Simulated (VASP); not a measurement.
# Hf2S (P6_3/mmc) in VASP: further runs

Runs on Hf2S. Level: r2SCAN. Tasks: single point.

Program: VASP 6.6.1. These are calculated values, not measurements. Logs are shortened: lines on timing, memory, paths and dates and some standing lists are left out, and cuts for length are marked.

## (1) The cell of the first run

The structure is hexagonal, space group P6_3/mmc (No. 194). Conventional cell: a = 3.342 Å, b = 3.342 Å, c = 11.656 Å, α = 90.00°, β = 90.00°, γ = 120.00°. Hf (site symmetry 3m) has 3 S at 2.60 Å and 9 Hf at 3.03 to 3.34 Å within 3.4 Å. Within 3.4 Å of S (site symmetry -6m2) lie 6 Hf at 2.60 Å and 6 S at 3.34 Å.

## (2) Single point, r2SCAN (volume scaled by 0.97, then relaxed in part)

POSCAR reads:

```
Hf2S
1.0
    3.3424295546      0.0000000000      0.0000000000
   -1.6712147773      2.8946289047      0.0000000000
    0.0000000000      0.0000000000     11.6560423104
Hf S
4 2
Direct
    0.6666666667      0.3333333333      0.8997517114
    0.3333333333      0.6666666667      0.3997517114
    0.6666666667      0.3333333333      0.6002482886
    0.3333333333      0.6666666667      0.1002482886
    0.0000000000      0.0000000000      0.7500000000
    0.0000000000      0.0000000000      0.2500000000
```

INCAR.step1 reads:

```
PREC = Accurate ; ENCUT = 520
ISMEAR = 0 ; SIGMA = 0.1
LREAL = False ; LASPH = True
NELM = 80 ; NBANDS = 35
GGA = PE ; ALGO = Normal
EDIFF = 1E-4 ; LWAVE = True
LCHARG = False
```

INCAR.step2 reads:

```
PREC = Accurate ; ENCUT = 520
EDIFF = 1E-6 ; ISMEAR = 0
SIGMA = 0.1 ; LREAL = False
LASPH = True ; NELM = 80
ALGO = Normal ; ISIF = 2
LWAVE = False ; LCHARG = True
METAGGA = R2SCAN ; LMIXTAU = True
LELF = True ; LVHAR = True
NBANDS = 35 ; ISTART = 1
```

KPOINTS reads:

```
Automatic mesh
0
Gamma
  12 12 4
```

Potentials or basis: VASP PAW PBE potentials, release 64 (Hf_pv, S).

On the command line:

```
$ cat potpaw_PBE.64/Hf_pv/POTCAR potpaw_PBE.64/S/POTCAR > POTCAR
$ cp INCAR.step1 INCAR
$ mpirun -np 1 vasp_std > vasp.out
$ cp INCAR.step2 INCAR
$ mpirun -np 1 vasp_std > vasp.out
```

OUTCAR:

```text
PREC = Accurate
   ENCUT = 520
   EDIFF = 1E-6
   ISMEAR = 0
   LREAL = False
   LASPH = True
   NELM = 80
   ISIF = 2
   METAGGA = R2SCAN
   ISTART = 1

 ion  position               nearest neighbor table
   1  0.667  0.333  0.900-   5 2.60   5 2.60   5 2.60   4 3.03   4 3.03   4 3.03   3 3.49
   2  0.333  0.667  0.400-   6 2.60   6 2.60   6 2.60   3 3.03   3 3.03   3 3.03   4 3.49
   3  0.667  0.333  0.600-   5 2.60   5 2.60   5 2.60   2 3.03   2 3.03   2 3.03   1 3.49
   4  0.333  0.667  0.100-   6 2.60   6 2.60   6 2.60   1 3.03   1 3.03   1 3.03   2 3.49
   5  0.000  0.000  0.750-   1 2.60   3 2.60   1 2.60   3 2.60   1 2.60   3 2.60
   6  0.000  0.000  0.250-   2 2.60   4 2.60   2 2.60   4 2.60   2 2.60   4 2.60

  LATTYP: Found a hexagonal cell.
 ALAT       =     3.3424295546
 C/A-ratio  =     3.4872963274

  Lattice vectors:

 A1 = (   3.3424295546,   0.0000000000,   0.0000000000)
 A2 = (  -1.6712147773,   2.8946289047,   0.0000000000)
 A3 = (   0.0000000000,   0.0000000000,  11.6560423104)

Analysis of symmetry for initial positions (statically):
=====================================================================
 Subroutine PRICEL returns:
 Original cell was already a primitive cell.

 Routine SETGRP: Setting up the symmetry group for a
 hexagonal supercell.

 Subroutine GETGRP returns: Found 24 space group operations
 (whereof 12 operations were pure point group operations)
 out of a pool of 24 trial point group operations.

The static configuration has the point symmetry D_3d.
 The point group associated with its full space group is D_6h.

Analysis of symmetry for dynamics (positions and initial velocities):
=====================================================================
 Subroutine PRICEL returns:
 Original cell was already a primitive cell.

 Routine SETGRP: Setting up the symmetry group for a
 hexagonal supercell.

 Subroutine GETGRP returns: Found 24 space group operations
 (whereof 12 operations were pure point group operations)
 out of a pool of 24 trial point group operations.

The dynamic configuration has the point symmetry D_3d.
 The point group associated with its full space group is D_6h.

 Subroutine INISYM returns: Found 24 space group operations
 (whereof 12 operations are pure point group operations),
 and found     1 'primitive' translations

----------------------------------------------------------------------------------------

                                     Primitive cell

  volume of cell :     112.7733

  direct lattice vectors                    reciprocal lattice vectors
     3.342429555  0.000000000  0.000000000     0.299183568  0.172733714  0.000000000
    -1.671214777  2.894628905  0.000000000     0.000000000  0.345467427  0.000000000
     0.000000000  0.000000000 11.656042310     0.000000000  0.000000000  0.085792413

  length of vectors
     3.342429555  3.342429555 11.656042310     0.345467427  0.345467427  0.085792413

  position of ions in fractional coordinates (direct lattice)
     0.666666667  0.333333333  0.899751711
     0.333333333  0.666666667  0.399751711
     0.666666667  0.333333333  0.600248289
     0.333333333  0.666666667  0.100248289
     0.000000000  0.000000000  0.750000000
     0.000000000  0.000000000  0.250000000

  ion indices of the primitive-cell ions
   primitive index   ion index
                 1           1
                 2           2
                 3           3
                 4           4
                 5           5
                 6           6

----------------------------------------------------------------------------------------

 KPOINTS: Automatic mesh

Automatic generation of k-mesh.
 Grid dimensions read from file:
 generate k-points for:   12   12    4

 Generating k-lattice:

  Cartesian coordinates                     Fractional coordinates (reciprocal lattice)
     0.024931964  0.014394476  0.000000000     0.083333333  0.000000000  0.000000000
     0.000000000  0.028788952  0.000000000     0.000000000  0.083333333  0.000000000
     0.000000000  0.000000000  0.021448103     0.000000000  0.000000000  0.250000000

  Length of vectors
     0.028788952  0.028788952  0.021448103

  Shift w.r.t. Gamma in fractional coordinates (k-lattice)
     0.000000000  0.000000000  0.000000000

 Subroutine IBZKPT returns following result:
 ===========================================

 Found     57 irreducible k-points:

 Following reciprocal coordinates:
            Coordinates               Weight
  0.000000  0.000000  0.000000      1.000000
  0.083333  0.000000  0.000000      6.000000
  0.166667 -0.000000  0.000000      6.000000
  0.250000 -0.000000  0.000000      6.000000
  0.333333  0.000000  0.000000      6.000000
  0.416667  0.000000  0.000000      6.000000
[... 16 lines left out ...]
  0.250000 -0.000000  0.250000     12.000000
  0.333333  0.000000  0.250000     12.000000
 [... further k-points ...]
   k-points           NKPTS =     57   k-points in BZ     NKDIM =     57   number of bands    NBANDS=     35
   number of dos      NEDOS =    301   number of ions     NIONS =      6
   total plane-waves  NPLWV =  70560
   dimension x,y,z NGX =    28 NGY =   28 NGZ =   90
   dimension x,y,z NGXF=    56 NGYF=   56 NGZF=  180
   ions per type =               4   2
   NGX,Y,Z   is equivalent  to a cutoff of  13.93, 13.93, 12.84 a.u.
   NGXF,Y,Z  is equivalent  to a cutoff of  27.85, 27.85, 25.67 a.u.
 SYSTEM =  unknown system
   PREC   = accura    normal or accurate (medium, high low for compatibility)
   ISTART =      1    job   : 0-new  1-cont  2-samecut
   ICHARG =      0    charge: 1-file 2-atom 10-const
   ISPIN  =      1    spin polarized calculation?
   LNONCOLLINEAR =      F non collinear calculations
   LSORBIT =      F    spin-orbit coupling
   LASPH  =      T    aspherical Exc in radial PAW
   ENCUT  =  520.0 eV  38.22 Ry    6.18 a.u.   6.21  6.21 21.67*2*pi/ulx,y,z
   NELM   =     80;   NELMIN=  2; NELMDL=  0     # of ELM steps
   EDIFF  = 0.1E-05   stopping-criterion for ELM
   LREAL  =      F    real-space projection
   EDIFFG = 0.1E-04   stopping-criterion for IOM
   NSW    =      0    number of steps for IOM
   IBRION =     -1    ionic relax: 0-MD 1-quasi-New 2-CG
   NFREE  =      0    steps in history (QN), initial steepest desc. (CG)
   ISIF   =      2    stress and relaxation
   ISYM   =      2    0-nonsym 1-usesym 2-fastsym
   POTIM  = 0.5000    time-step for ionic-motion
   TEBEG  =    0.0;   TEEND  =   0.0 temperature during run
   PSTRESS=    0.0 pullay stress
   NELECT =      52.0000    total number of electrons
   NUPDOWN=      -1.0000    fix difference up-down
   EMIN   =  10.00;   EMAX   =-10.00  energy-range for DOS
   EFERMI =   0.00;   METHOD = LEGACY
   ISMEAR =     0;   SIGMA  =   0.10  broadening in eV -4-tet -1-fermi 0-gaus
   EFERMI_NEDOS =   21; number of points for ismear=-14 and -15
   IALGO  =     38    algorithm
   IMIX   =      4    mixing-type and parameters
     AMIX     =   0.40;   BMIX     =  1.00
     AMIX_MAG =   1.60;   BMIX_MAG =  1.00
  volume/ion in A,a.u.               =      18.80       126.84
  Fermi-wavevector in a.u.,A,eV,Ry     =   1.264757  2.390045 21.764029  1.599611
  Thomas-Fermi vector in A             =   2.398046
   LORBIT       =      0    0 simple, 1 ext, 2 COOP (PROOUT), +10 PAW based schemes
   METAGGA = R2SCAN    functional components
   LHFCALC =     F    Hartree Fock is set to
   AEXX    =    0.0000 exact exchange contribution
   IVDW    =     0    specifies the selected vdW correction
   LEPSILON=     F    determine dielectric tensor
   LRPA    =     F    only Hartree local field effects (RPA)
 non-spin polarized calculation
 Gauss-broadening in eV      SIGMA  =   0.10
  energy-cutoff  :      520.00
  volume of cell :      112.77
 maximum number of plane-waves:      3068
 NGX is ok and might be reduce to    28
   NGX = 13   NGY = 13   NGZ = 43

 number of electron      52.0000008 magnetization

 Free energy of the ion-electron system (eV)
  ---------------------------------------------------
  ext. energy  EPLUGINS =         0.00000000
  ---------------------------------------------------
  free energy    TOTEN  =      -203.66779988 eV

  energy without entropy =     -203.65410960  energy(sigma->0) =     -203.66095474

 E-fermi :   6.7277     XC(G=0): -12.2706

 val. band max:        6.7265982605   @ k =   0.0833   0.0833   0.2500
 cond. band min:       6.7305055200   @ k =   0.0833   0.0833   0.0000
 fundamental gap:      0.0039072595
 Fermi energy:         6.7276976245

 k-point     1 :       0.0000    0.0000    0.0000
  band No.  band energies     occupation
      1     -25.8608      2.00000
      2     -25.7320      2.00000
      3     -25.3622      2.00000
      4     -25.2630      2.00000
      5     -25.2630      2.00000
      6     -25.2529      2.00000
[... 27 lines left out ...]
     34       9.4037      0.00000
     35       9.6449      0.00000

 k-point     2 :       0.0833    0.0000    0.0000
  band No.  band energies     occupation
      1     -25.8496      2.00000
      2     -25.7236      2.00000
      3     -25.3932      2.00000
      4     -25.3077      2.00000
      5     -25.2721      2.00000
      6     -25.2618      2.00000
[... 27 lines left out ...]
     34       9.4058      0.00000
     35       9.4612      0.00000

 k-point     3 :       0.1667   -0.0000    0.0000
  band No.  band energies     occupation
      1     -25.8193      2.00000
      2     -25.7021      2.00000
      3     -25.4692      2.00000
      4     -25.4015      2.00000
      5     -25.2961      2.00000
      6     -25.2855      2.00000
[... 27 lines left out ...]
     34       9.4350      0.00000
     35       9.4784      0.00000
[... 723 lines left out ...]
 k-point    23 :       0.2500   -0.0000    0.2500
  band No.  band energies     occupation
      1     -25.7697      2.00000
      2     -25.6998      2.00000
      3     -25.5537      2.00000
      4     -25.5158      2.00000
      5     -25.3463      2.00000
      6     -25.3262      2.00000
[... 27 lines left out ...]
     34       9.6367      0.00000
     35       9.7445      0.00000

 k-point    24 :       0.3333    0.0000    0.2500
  band No.  band energies     occupation
      1     -25.7463      2.00000
      2     -25.6927      2.00000
      3     -25.6478      2.00000
      4     -25.6158      2.00000
      5     -25.4070      2.00000
      6     -25.3675      2.00000
[... 27 lines left out ...]
     34       9.9371      0.00000
     35      10.3444      0.00000

 [... further k-points ...]

------------------------ aborting loop because EDIFF is reached ----------------------------------------

  FORCE on cell =-STRESS in cart. coord.  units (eV):
  Direction    XX          YY          ZZ          XY          YZ          ZX
  --------------------------------------------------------------------------------------
  -------------------------------------------------------------------------------------
  Total        2.5558085      2.5558085      2.4651031      0.0000000      0.0000000      0.0000000
  in kB       36.3105321     36.3105321     35.0218749      0.0000000      0.0000000      0.0000000
  external PRESSURE =      35.8809797 kB  Pullay stress =       0.0000000 kB

 VOLUME and BASIS-vectors are now :
 -----------------------------------------------------------------------------
  energy-cutoff  :      520.00
  volume of cell :      112.77
      direct lattice vectors                 reciprocal lattice vectors
     3.342429555  0.000000000  0.000000000     0.299183568  0.172733714  0.000000000
    -1.671214777  2.894628905  0.000000000     0.000000000  0.345467427  0.000000000
     0.000000000  0.000000000 11.656042310     0.000000000  0.000000000  0.085792413

 POSITION                                       TOTAL-FORCE (eV/Angst)
 -----------------------------------------------------------------------------------
      1.67121      0.96488     10.48754         0.000000     -0.000000     -0.011312
     -0.00000      1.92975      4.65952        -0.000000      0.000000     -0.011312
      1.67121      0.96488      6.99652         0.000000     -0.000000      0.011312
     -0.00000      1.92975      1.16850        -0.000000      0.000000      0.011312
      0.00000      0.00000      8.74203        -0.000000     -0.000000      0.000000
      0.00000      0.00000      2.91401         0.000000      0.000000      0.000000
 -----------------------------------------------------------------------------------
    total drift:                                0.000000     -0.000000      0.000000

  FREE ENERGIE OF THE ION-ELECTRON SYSTEM (eV)
  ---------------------------------------------------
  free  energy   TOTEN  =      -203.6677998765 eV

  energy  without entropy=     -203.6541095986  energy(sigma->0) =     -203.66095474
```

It took 19 min on 1 thread of Oxide Virtual Turin-like, shared host; peak memory 0.35 GiB.

What came out:

* Free energy: -203.6678 eV
* Pressure: 3.6 GPa
* Largest force: 0.011 eV/Å
* Band gap on the k mesh: zero (band 26 reaches 7.17 eV, above the bottom of band 27 at 6.24 eV)

Forces on the atoms (eV/Å):
```
Hf   0.000  0.000 -0.011
Hf   0.000  0.000 -0.011
Hf   0.000  0.000  0.011
Hf   0.000  0.000  0.011
S    0.000  0.000  0.000
S    0.000  0.000  0.000
```

Caveat: the PAW data sets were made with another functional, which shifts forces and pressure a little; spin-orbit coupling is left out, which moves the levels of the heavy elements.

(Part 1 of 2 ends here.)
